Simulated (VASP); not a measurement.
# Li16H (a cell with a defect) in VASP: single point with PBE+D3(BJ)

Aim: the single point of Li16H (a cell with a defect) with PBE+D3(BJ).

Everything below comes from runs of VASP 6.6.1. Logs are shortened: lines on timing, memory, paths and dates and some standing lists are left out, and cuts for length are marked.

**1. The cell of the first run**

The cell holds a defect, 17 atoms: a = 6.980 Å, b = 6.980 Å, c = 6.980 Å, α = 90.00°, β = 90.00°, γ = 90.00°.

**2. Single point, PBE+D3(BJ)**

Input file INCAR:

```
SYSTEM = Li16H
PREC     = Accurate       ! precision mode
ENCUT    = 520            ! plane-wave cutoff, eV
EDIFF    = 1E-7           ! SCF threshold, eV
ISMEAR   = 0              ! smearing method
SIGMA    = 0.1            ! smearing width, eV
LREAL    = Auto         
LASPH    = .TRUE.         ! aspherical terms in the spheres
NELM     = 60             ! most SCF steps
ALGO     = Normal         ! electronic algorithm
ISIF     = 2              ! what is computed and relaxed
LWAVE    = .FALSE.        ! write WAVECAR
LCHARG   = .FALSE.        ! write CHGCAR
GGA      = PE             ! functional
IVDW     = 12             ! dispersion correction
NBANDS   = 38             ! bands
```

Input file KPOINTS:

```
Automatic mesh
0
G
  4 4 4
  0 0 0
```

Input file POSCAR:

```
Li16H
1.0
    6.9800000000      0.0000000000      0.0000000000
    0.0000000000      6.9800000000      0.0000000000
    0.0000000000      0.0000000000      6.9800000000
Li H
16 1
Direct
    0.0141186246     -0.0000224928     -0.0200244986
    0.4857601719     -0.0000214900     -0.0200702006
    0.0113898281      0.4999773639      0.0158851003
   -0.0298246418     -0.0000455587      0.5019467049
    0.2502541547      0.2388310888      0.2609580229
    0.4887669054      0.4999783668      0.0159310888
    0.5298724928     -0.0000415473      0.5020627507
    0.7501967049      0.2259378223      0.2460497135
   -0.0102805158      0.4999442693      0.4911173352
    0.2502558739      0.7611746418      0.2609828080
    0.2500882521      0.2562575931      0.7320471347
    0.5103004298      0.4999452722      0.4911620344
    0.7502007163      0.7740680516      0.2460891117
    0.7501154728      0.2655717765      0.7717567335
    0.2500892550      0.7436926934      0.7320699140
    0.7501164756      0.7344376791      0.7717679083
    0.7497335244      0.0000618911      0.3694000000
```

Potentials or basis: VASP PAW PBE potentials, release 64 (Li_sv, H).

The run is started by

```bash
$ cat potpaw_PBE.64/Li_sv/POTCAR potpaw_PBE.64/H/POTCAR > POTCAR
$ mpirun -np 1 vasp_std > vasp.out
```

OUTCAR:

```text
SYSTEM = Li16H
   PREC = Accurate
   ENCUT = 520
   EDIFF = 1E-7
   ISMEAR = 0
   LREAL = Auto
   LASPH = .TRUE.
   NELM = 60
   ISIF = 2
   GGA = PE
   IVDW = 12
 IVDW          = 12

 ion  position               nearest neighbor table
   1  0.014  1.000  0.980-
   2  0.486  1.000  0.980-
   3  0.011  0.500  0.016-
   4  0.970  1.000  0.502-
   5  0.250  0.239  0.261-
   6  0.489  0.500  0.016-
[... 9 lines left out ...]
  16  0.750  0.734  0.772-
  17  0.750  0.000  0.369-

  LATTYP: Found a simple cubic cell.
 ALAT       =     6.9800000000

  Lattice vectors:

 A1 = (   6.9800000000,   0.0000000000,   0.0000000000)
 A2 = (   0.0000000000,   6.9800000000,   0.0000000000)
 A3 = (   0.0000000000,   0.0000000000,   6.9800000000)

Analysis of symmetry for initial positions (statically):
=====================================================================
 Subroutine PRICEL returns:
 Original cell was already a primitive cell.

 Routine SETGRP: Setting up the symmetry group for a
 simple cubic supercell.

 Subroutine GETGRP returns: Found  1 space group operations
 (whereof  1 operations were pure point group operations)
 out of a pool of 48 trial point group operations.

The static configuration has the point symmetry C_1 .

Analysis of symmetry for dynamics (positions and initial velocities):
=====================================================================
 Subroutine PRICEL returns:
 Original cell was already a primitive cell.

 Routine SETGRP: Setting up the symmetry group for a
 simple cubic supercell.

 Subroutine GETGRP returns: Found  1 space group operations
 (whereof  1 operations were pure point group operations)
 out of a pool of 48 trial point group operations.

The dynamic configuration has the point symmetry C_1 .

 Subroutine INISYM returns: Found  1 space group operations
 (whereof  1 operations are pure point group operations),
 and found     1 'primitive' translations

----------------------------------------------------------------------------------------

                                     Primitive cell

  volume of cell :     340.0684

  direct lattice vectors                    reciprocal lattice vectors
     6.980000000  0.000000000  0.000000000     0.143266476  0.000000000  0.000000000
     0.000000000  6.980000000  0.000000000     0.000000000  0.143266476  0.000000000
     0.000000000  0.000000000  6.980000000     0.000000000  0.000000000  0.143266476

  length of vectors
     6.980000000  6.980000000  6.980000000     0.143266476  0.143266476  0.143266476

  position of ions in fractional coordinates (direct lattice)
     0.014118625  0.999977507  0.979975501
     0.485760172  0.999978510  0.979929799
     0.011389828  0.499977364  0.015885100
     0.970175358  0.999954441  0.501946705
     0.250254155  0.238831089  0.260958023
     0.488766905  0.499978367  0.015931089
[... 9 lines left out ...]
     0.750116476  0.734437679  0.771767908
     0.749733524  0.000061891  0.369400000

  ion indices of the primitive-cell ions
   primitive index   ion index
                 1           1
                 2           2
                 3           3
                 4           4
                 5           5
                 6           6
[... 9 lines left out ...]
                16          16
                17          17

----------------------------------------------------------------------------------------

 KPOINTS: Automatic mesh

Automatic generation of k-mesh.
 Grid dimensions read from file:
 generate k-points for:    4    4    4

 Generating k-lattice:

  Cartesian coordinates                     Fractional coordinates (reciprocal lattice)
     0.035816619  0.000000000  0.000000000     0.250000000  0.000000000  0.000000000
     0.000000000  0.035816619  0.000000000     0.000000000  0.250000000  0.000000000
     0.000000000  0.000000000  0.035816619     0.000000000  0.000000000  0.250000000

  Length of vectors
     0.035816619  0.035816619  0.035816619

  Shift w.r.t. Gamma in fractional coordinates (k-lattice)
     0.000000000  0.000000000  0.000000000

 Subroutine IBZKPT returns following result:
 ===========================================

 Found     36 irreducible k-points:

 Following reciprocal coordinates:
            Coordinates               Weight
  0.000000  0.000000  0.000000      1.000000
  0.250000  0.000000  0.000000      2.000000
  0.000000  0.250000  0.000000      2.000000
  0.000000  0.000000  0.250000      2.000000
  0.500000  0.000000  0.000000      1.000000
  0.000000  0.500000  0.000000      1.000000
[... 16 lines left out ...]
  0.250000  0.250000  0.250000      2.000000
 -0.250000  0.250000  0.250000      2.000000
 [... further k-points ...]
   k-points           NKPTS =     36   k-points in BZ     NKDIM =     36   number of bands    NBANDS=     38
   number of dos      NEDOS =    301   number of ions     NIONS =     17
   total plane-waves  NPLWV = 157464
   dimension x,y,z NGX =    54 NGY =   54 NGZ =   54
   dimension x,y,z NGXF=   108 NGYF=  108 NGZF=  108
   ions per type =              16   1
   NGX,Y,Z   is equivalent  to a cutoff of  12.86, 12.86, 12.86 a.u.
   NGXF,Y,Z  is equivalent  to a cutoff of  25.72, 25.72, 25.72 a.u.
 SYSTEM =  Li16H
   PREC   = accura    normal or accurate (medium, high low for compatibility)
   ISTART =      0    job   : 0-new  1-cont  2-samecut
   ICHARG =      2    charge: 1-file 2-atom 10-const
   ISPIN  =      1    spin polarized calculation?
   LNONCOLLINEAR =      F non collinear calculations
   LSORBIT =      F    spin-orbit coupling
   LASPH  =      T    aspherical Exc in radial PAW
   ENCUT  =  520.0 eV  38.22 Ry    6.18 a.u.  12.98 12.98 12.98*2*pi/ulx,y,z
   NELM   =     60;   NELMIN=  2; NELMDL= -5     # of ELM steps
   EDIFF  = 0.1E-06   stopping-criterion for ELM
   LREAL  =      T    real-space projection
   EDIFFG = 0.1E-05   stopping-criterion for IOM
   NSW    =      0    number of steps for IOM
   IBRION =     -1    ionic relax: 0-MD 1-quasi-New 2-CG
   NFREE  =      0    steps in history (QN), initial steepest desc. (CG)
   ISIF   =      2    stress and relaxation
   ISYM   =      2    0-nonsym 1-usesym 2-fastsym
   POTIM  = 0.5000    time-step for ionic-motion
   TEBEG  =    0.0;   TEEND  =   0.0 temperature during run
   PSTRESS=    0.0 pullay stress
   NELECT =      49.0000    total number of electrons
   NUPDOWN=      -1.0000    fix difference up-down
   EMIN   =  10.00;   EMAX   =-10.00  energy-range for DOS
   EFERMI =   0.00;   METHOD = LEGACY
   ISMEAR =     0;   SIGMA  =   0.10  broadening in eV -4-tet -1-fermi 0-gaus
   EFERMI_NEDOS =   21; number of points for ismear=-14 and -15
   IALGO  =     38    algorithm
   IMIX   =      4    mixing-type and parameters
     AMIX     =   0.40;   BMIX     =  1.00
     AMIX_MAG =   1.60;   BMIX_MAG =  1.00
  volume/ion in A,a.u.               =      20.00       134.99
  Fermi-wavevector in a.u.,A,eV,Ry     =   0.858258  1.621873 10.022155  0.736608
  Thomas-Fermi vector in A             =   1.975436
   LORBIT       =      0    0 simple, 1 ext, 2 COOP (PROOUT), +10 PAW based schemes
   GGA     = PE    functional components
   LHFCALC =     F    Hartree Fock is set to
   AEXX    =    0.0000 exact exchange contribution
   IVDW    =    12    specifies the selected vdW correction
   LEPSILON=     F    determine dielectric tensor
   LRPA    =     F    only Hartree local field effects (RPA)
 non-spin polarized calculation
 Gauss-broadening in eV      SIGMA  =   0.10
  energy-cutoff  :      520.00
  volume of cell :      340.07
 maximum number of plane-waves:      9183
 NGX is ok and might be reduce to    54
   NGX = 25   NGY = 25   NGZ = 25

 number of electron      48.9999978 magnetization

 Free energy of the ion-electron system (eV)
  ---------------------------------------------------
  ext. energy  EPLUGINS =         0.00000000
  ---------------------------------------------------
  free energy    TOTEN  =       -34.20582326 eV

  energy without entropy =      -34.14273952  energy(sigma->0) =      -34.17428139

 E-fermi :   0.5439     XC(G=0):  -6.9631

 val. band max:        0.5423361147   @ k =   0.5000   0.0000   0.2500
 cond. band min:       0.5450250592   @ k =   0.0000   0.5000   0.2500
 fundamental gap:      0.0026889446
 Fermi energy:         0.5438724490

 k-point     1 :       0.0000    0.0000    0.0000
  band No.  band energies     occupation
      1     -46.1460      2.00000
      2     -46.1431      2.00000
      3     -46.1271      2.00000
      4     -46.1259      2.00000
      5     -46.0840      2.00000
      6     -46.0791      2.00000
[... 28 lines left out ...]
     35       3.5830      0.00000
     36       3.7768      0.00000

 k-point     2 :       0.2500    0.0000    0.0000
  band No.  band energies     occupation
      1     -46.1456      2.00000
      2     -46.1435      2.00000
      3     -46.1271      2.00000
      4     -46.1259      2.00000
      5     -46.0839      2.00000
      6     -46.0791      2.00000
[... 28 lines left out ...]
     35       3.7969      0.00000
     36       3.9563      0.00000

 k-point     3 :       0.0000    0.2500    0.0000
  band No.  band energies     occupation
      1     -46.1459      2.00000
      2     -46.1431      2.00000
      3     -46.1275      2.00000
      4     -46.1256      2.00000
      5     -46.0838      2.00000
      6     -46.0796      2.00000
[... 28 lines left out ...]
     35       3.7934      0.00000
     36       3.9969      0.00000

 k-point     4 :       0.0000    0.0000    0.2500
  band No.  band energies     occupation
      1     -46.1460      2.00000
      2     -46.1431      2.00000
      3     -46.1272      2.00000
      4     -46.1259      2.00000
      5     -46.0836      2.00000
      6     -46.0790      2.00000
[... 28 lines left out ...]
     35       3.7621      0.00000
     36       3.7629      0.00000

 k-point     5 :       0.5000    0.0000    0.0000
  band No.  band energies     occupation
      1     -46.1448      2.00000
      2     -46.1443      2.00000
      3     -46.1271      2.00000
      4     -46.1259      2.00000
      5     -46.0839      2.00000
      6     -46.0791      2.00000
[... 655 lines left out ...]
 k-point    22 :       0.5000    0.0000    0.5000
  band No.  band energies     occupation
      1     -46.1448      2.00000
      2     -46.1443      2.00000
      3     -46.1271      2.00000
      4     -46.1259      2.00000
      5     -46.0829      2.00000
      6     -46.0794      2.00000
[... 28 lines left out ...]
     35       4.2371      0.00000
     36       4.2699      0.00000

 k-point    23 :       0.2500    0.2500    0.2500
  band No.  band energies     occupation
      1     -46.1455      2.00000
      2     -46.1435      2.00000
      3     -46.1275      2.00000
      4     -46.1256      2.00000
      5     -46.0833      2.00000
      6     -46.0796      2.00000
[... 28 lines left out ...]
     35       3.6864      0.00000
     36       4.2202      0.00000

 k-point    24 :      -0.2500    0.2500    0.2500
  band No.  band energies     occupation
      1     -46.1455      2.00000
      2     -46.1435      2.00000
      3     -46.1275      2.00000
      4     -46.1256      2.00000
      5     -46.0833      2.00000
      6     -46.0796      2.00000
[... 28 lines left out ...]
     35       3.6863      0.00000
     36       4.2202      0.00000

 [... further k-points ...]

 [bands above 36 left out]

------------------------ aborting loop because EDIFF is reached ----------------------------------------

 Edisp (eV)   -2.66114

 E8    (eV) :    -1.1001

  FORCE on cell =-STRESS in cart. coord.  units (eV):
  Direction    XX          YY          ZZ          XY          YZ          ZX
  --------------------------------------------------------------------------------------
  -------------------------------------------------------------------------------------
  Total      -3.80624    -3.88200    -3.97702    -0.00007    -0.00103    -0.00376
  in kB     -17.93250   -18.28941   -18.73707    -0.00032    -0.00487    -0.01772
  external pressure =      -18.32 kB  Pullay stress =        0.00 kB

 VOLUME and BASIS-vectors are now :
 -----------------------------------------------------------------------------
  energy-cutoff  :      520.00
  volume of cell :      340.07
      direct lattice vectors                 reciprocal lattice vectors
     6.980000000  0.000000000  0.000000000     0.143266476  0.000000000  0.000000000
     0.000000000  6.980000000  0.000000000     0.000000000  0.143266476  0.000000000
     0.000000000  0.000000000  6.980000000     0.000000000  0.000000000  0.143266476

 POSITION                                       TOTAL-FORCE (eV/Angst)
 -----------------------------------------------------------------------------------
      0.09855      6.97984      6.84023         0.012453      0.000006      0.009539
      3.39061      6.97985      6.83991        -0.009715     -0.000001      0.009509
      0.07950      3.48984      0.11088        -0.002156      0.000079      0.008102
      6.77182      6.97968      3.50359         0.017174      0.000333      0.014735
      1.74677      1.66704      1.82149        -0.001504     -0.000084     -0.008509
      3.41159      3.48985      0.11120         0.003113      0.000475      0.006963
[... 9 lines left out ...]
      5.23581      5.12638      5.38694        -0.001222     -0.007366     -0.009515
      5.23314      0.00043      2.57841         0.006670     -0.001386     -0.004545
 -----------------------------------------------------------------------------------
    total drift:                                0.003327     -0.000184      0.012434

  FREE ENERGIE OF THE ION-ELECTRON SYSTEM (eV)
  ---------------------------------------------------
  free  energy   TOTEN  =       -36.8669618991 eV

  energy  without entropy=      -36.8038781513  energy(sigma->0) =      -36.83542003
```

Wall time 17 min (1 thread of Intel Xeon 8259CL, shared host); peak memory 0.54 GiB.

Results:

```yaml
Free_energy: -36.8670 eV
Largest_force: 0.025 eV/Å
Band_gap_on_the_k_mesh: zero (an odd number of electrons rules out a gap without spin polarisation)
Dispersion_energy_per_atom: -0.157 eV
```

Forces in eV/Å, atoms in the order of the input:
```
Li   0.012  0.000  0.010
Li  -0.010  0.000  0.010
Li  -0.002  0.000  0.008
Li   0.017  0.000  0.015
Li  -0.002  0.000 -0.009
Li   0.003  0.000  0.007
Li  -0.019  0.000  0.017
Li  -0.002  0.001 -0.014
Li   0.004  0.001  0.008
Li  -0.002 -0.001 -0.008
Li  -0.001  0.007 -0.007
Li  -0.002  0.000  0.008
Li  -0.002 -0.001 -0.014
Li  -0.001  0.007 -0.009
Li  -0.001 -0.007 -0.007
Li  -0.001 -0.007 -0.010
H    0.007 -0.001 -0.005
```

Caveat: the cutoff is under 1.25 times the usual one of these potentials, so pressure, stress and relaxed cells hold a basis-set (Pulay) error.
